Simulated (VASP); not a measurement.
Write the native input for VASP 6.6.1 that does the following.

```
Task                   : single point
Functional             : PBEsol
Potentials or basis    : VASP PAW PBE potentials, release 64 (Zn)
Cutoff                 : 520 eV
k mesh                 : 24 × 24 × 10
Occupations            : gaussian, width 0.15 eV
Spin                   : no spin polarisation
Dipole correction      : no
Further INCAR settings : ALGO = Fast; EDIFF = 1e-06; NBANDS = 19
```

The structure of Zn lies in POSCAR:

```
Zn
1.0
    2.6248260824      0.0000000000      0.0000000000
   -1.3124130412      2.2731660679      0.0000000000
    0.0000000000      0.0000000000      4.7982990000
Zn
2
Direct
    0.3333333333      0.6666666667      0.2500000000
    0.6666666667      0.3333333333      0.7500000000
```

This cell differs from its parent crystal: strain -0.015 along x and y, -0.030 along z.

One way to write it, as run:

INCAR

```
  ALGO = Fast
  EDIFF = 1E-6
  ENCUT = 520
  GGA = PS
  ISIF = 2
  ISMEAR = 0
  LASPH = T
  LCHARG = T
  LELF = T
  LREAL = F
  LVHAR = T
  LWAVE = F
  NBANDS = 19
  NELM = 80
  PREC = Accurate
  SIGMA = 0.15
```

KPOINTS

```
k-points
0
Gamma
  24 24 10
```

Potentials or basis: VASP PAW PBE potentials, release 64 (Zn).

Command:

```bash
$ cat potpaw_PBE.64/Zn/POTCAR > POTCAR
$ mpirun -np 1 vasp_std > vasp.out
```

It gave:

| Quantity | Value |
| --- | --- |
| Pressure | -0.2 GPa |
| Band gap on the k mesh | zero (bands 12 and 13 overlap by 4.25 eV) |

Caveat: the cell differs from its parent crystal (strain -0.015 along x and y, -0.030 along z); the PAW data sets were made with another functional, which shifts forces and pressure a little.

It took 110 s on 1 thread of Intel(R) Xeon(R) Platinum 8488C (Sapphire Rapids), with other jobs on the host, peak memory 0.26 GiB.
